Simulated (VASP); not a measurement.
Wanted: the native input for a VASP 6.6.1 run.

```yaml
Task: single point
Functional: PBE
Potentials_or_basis: VASP PAW PBE potentials, release 64 (Sn_d, O)
Cutoff: 520 eV
k_mesh: 1 × 2 × 2
Occupations: gaussian, width 0.05 eV
Spin: no spin polarisation
Dipole_correction: no
Further_INCAR_settings: LREAL = Auto; ALGO = Normal; EDIFF = 1e-06; NBANDS = 238
```

The structure of SnO2 lies in POSCAR:

```
SnO2
1.0
   12.9955880000      0.0000000000      0.0000000000
    0.0000000000      6.8289400000      0.0000000000
    0.0000000000      0.0000000000      6.8280420000
Sn O
16 32
Direct
    0.0000000000      0.7500000000      0.2464010000
    0.2500000000      0.2500000000      0.7464010000
    0.5000000000      0.7500000000      0.2464010000
    0.7500000000      0.2500000000      0.7464010000
    0.0000000000      0.2500000000      0.7535990000
    0.2500000000      0.7500000000      0.2535990000
    0.5000000000      0.2500000000      0.7535990000
    0.7500000000      0.7500000000      0.2535990000
    0.1250000000      0.2500000000      0.2500000000
    0.6250000000      0.2500000000      0.2500000000
    0.3750000000      0.7500000000      0.7500000000
    0.8750000000      0.7500000000      0.7500000000
    0.3750000000      0.2500000000      0.2500000000
    0.8750000000      0.2500000000      0.2500000000
    0.1250000000      0.7500000000      0.7500000000
    0.6250000000      0.7500000000      0.7500000000
    0.1263610000      0.2500000000      0.9435040000
    0.3763610000      0.7500000000      0.4435040000
    0.6263610000      0.2500000000      0.9435040000
    0.8763610000      0.7500000000      0.4435040000
    0.2500000000      0.4435050000      0.2540600000
    0.7500000000      0.4435050000      0.2540600000
    0.0000000000      0.9435050000      0.7540600000
    0.5000000000      0.9435050000      0.7540600000
    0.1236390000      0.7500000000      0.4435040000
    0.3736390000      0.2500000000      0.9435040000
    0.6236390000      0.7500000000      0.4435040000
    0.8736390000      0.2500000000      0.9435040000
    0.2500000000      0.0564950000      0.2540600000
    0.7500000000      0.0564950000      0.2540600000
    0.0000000000      0.5564950000      0.7540600000
    0.5000000000      0.5564950000      0.7540600000
    0.0000000000      0.4435050000      0.2459400000
    0.5000000000      0.4435050000      0.2459400000
    0.2500000000      0.9435050000      0.7459400000
    0.7500000000      0.9435050000      0.7459400000
    0.0000000000      0.0564950000      0.2459400000
    0.5000000000      0.0564950000      0.2459400000
    0.2500000000      0.5564950000      0.7459400000
    0.7500000000      0.5564950000      0.7459400000
    0.1263610000      0.7500000000      0.0564960000
    0.3763610000      0.2500000000      0.5564960000
    0.6263610000      0.7500000000      0.0564960000
    0.8763610000      0.2500000000      0.5564960000
    0.1236390000      0.2500000000      0.5564960000
    0.3736390000      0.7500000000      0.0564960000
    0.6236390000      0.2500000000      0.5564960000
    0.8736390000      0.7500000000      0.0564960000
```

These files were run (other wordings do the same):

INCAR

```
PREC = Accurate
ENCUT = 520
EDIFF = 1E-6
ISMEAR = 0
SIGMA = 0.05
LREAL = Auto
LASPH = T
NELM = 80
ALGO = Normal
ISIF = 2
LWAVE = F
LCHARG = T
GGA = PE
LELF = T
LVHAR = T
NBANDS = 238
```

KPOINTS

```
regular mesh
0
Gamma
  1 2 2
```

Potentials or basis: VASP PAW PBE potentials, release 64 (Sn_d, O).

Run with:

```sh
$ cat potpaw_PBE.64/Sn_d/POTCAR potpaw_PBE.64/O/POTCAR > POTCAR
$ mpirun -np 1 vasp_std > vasp.out
```

Results of the run:

```
Pressure               : -0.3 GPa
Largest force          : 0.041 eV/Å
Band gap on the k mesh : 0.61 eV
```

Caveat: the k points lie up to 0.48 Å⁻¹ apart; semilocal functionals underestimate gaps, and a narrow one can read as zero; spin-orbit coupling is left out, which moves the levels of the heavy elements.

Run time: 27 min on 1 thread of Oxide Virtual Turin-like Processor (shared host), peak memory 0.76 GiB.
